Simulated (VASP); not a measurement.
Wanted: the native input for a VASP 6.6.1 run.

```yaml
Task: single point
Functional: PBE
Dispersion: D3(BJ)
Potentials_or_basis: VASP PAW PBE potentials, release 64 (Sn_d, Se)
Cutoff: 520 eV
k_mesh: 8 × 8 × 3
Occupations: gaussian, width 0.05 eV
Spin: no spin polarisation
Dipole_correction: no
Further_INCAR_settings: ALGO = Normal; EDIFF = 1e-06; NBANDS = 50; ISYM = 0
```

The structure of SnSe lies in POSCAR:

```
SnSe
1.0
    0.0000000000     -4.1672321195      0.0000000000
    0.0000000000      0.0000000000     -4.3883961024
   11.4836155581     -2.0836160598      0.0000000000
Sn Se
4 4
Direct
    0.4411720518      0.9039441748      0.6176558965
    0.0588279482      0.0960558252      0.3823441035
   -0.1911720517      0.4039441748      0.8823441035
    0.6911720518      0.5960558252      0.1176558965
    0.5715029240      0.5230073193      0.3569941520
   -0.0715029240      0.4769926807      0.6430058480
    0.1784970760      0.0230073193      0.1430058480
    0.3215029240      0.9769926807      0.8569941520
```

These files were run (other wordings do the same):

INCAR

```
  PREC = Accurate
  ENCUT = 520
  EDIFF = 1E-6
  ISMEAR = 0
  SIGMA = 0.05
  LREAL = False
  LASPH = True
  NELM = 100
  ALGO = Normal
  ISIF = 2
  LWAVE = False
  LCHARG = False
  GGA = PE
  IVDW = 12
  NBANDS = 50
  ISYM = 0
```

KPOINTS

```
Automatic mesh
0
Gamma
  8 8 3
```

Potentials or basis: VASP PAW PBE potentials, release 64 (Sn_d, Se).

The run is started by

```console
$ cat potpaw_PBE.64/Sn_d/POTCAR potpaw_PBE.64/Se/POTCAR > POTCAR
$ mpirun -np 1 vasp_std > vasp.out
```

It gave:

| Quantity | Value |
| --- | --- |
| Pressure | 1.6 GPa |
| Largest force | 1.782 eV/Å |
| Band gap on the k mesh | 0.03 eV |
| Dispersion energy per atom | -0.369 eV |

Caveat: spin-orbit coupling is left out, which moves the levels of the heavy elements; an odd mesh through Γ misses points on the zone boundary, where band edges can lie; forces of over 1 eV/Å act on the atoms, so gaps and moduli don't describe the material at rest.

It took 28 min on 1 thread of Oxide Virtual Turin-like Processor (shared host), peak memory 0.82 GiB.
